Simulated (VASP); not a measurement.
A run of VASP 6.6.1 is set up as follows.

The input INCAR:

```
SYSTEM = Si3C2
  ALGO = Normal
  EDIFF = 1E-6
  ENCUT = 520
  GGA = PE
  ISIF = 2
  ISMEAR = 0
  ISPIN = 2
  LASPH = .True.
  LCHARG = .False.
  LORBIT = 11
  LREAL = .False.
  LWAVE = .False.
  MAGMOM = 0 0 0 1 1
  NBANDS = 22
  NELM = 150
  PREC = Accurate
  SIGMA = 0.1
```

The input KPOINTS:

```
k-points
0
Gamma
  6 6 6
  0 0 0
```

Contents of POSCAR:

```
Si3C2
1.0
    4.7950664989      0.0000000000      0.0000000000
   -2.3975332495      4.1526494009      0.0000000000
    0.0000000000      0.0000000000      2.7657912361
Si C
3 2
Direct
    0.3648458104      0.0000000000      0.0000000000
    0.0000000000      0.3648458104      0.0000000000
    0.6351541896      0.6351541896      0.0000000000
    0.3333333333      0.6666666667      0.5000000000
    0.6666666667      0.3333333333      0.5000000000
```

Potentials or basis: VASP PAW PBE potentials, release 64 (Si, C).

The run is started by

```sh
$ cat potpaw_PBE.64/Si/POTCAR potpaw_PBE.64/C/POTCAR > POTCAR
$ mpirun -np 1 vasp_std > vasp.out
```

**Question.** Estimate the largest force.

**Answer.** 0.006 eV/Å.

**Question.** What does it give for the band gap on the k mesh?

**Answer.** Zero (filled and empty bands overlap).

**Question.** Estimate the pressure.

**Answer.** 0.0 GPa.

Stress tensor (GPa, compression positive):
```
-0.18  0.00  0.00
 0.00 -0.18  0.00
 0.00  0.00  0.34
```

Caveat: the k points lie up to 0.38 Å⁻¹ apart, too coarse for converged energies and pressures of a metal.
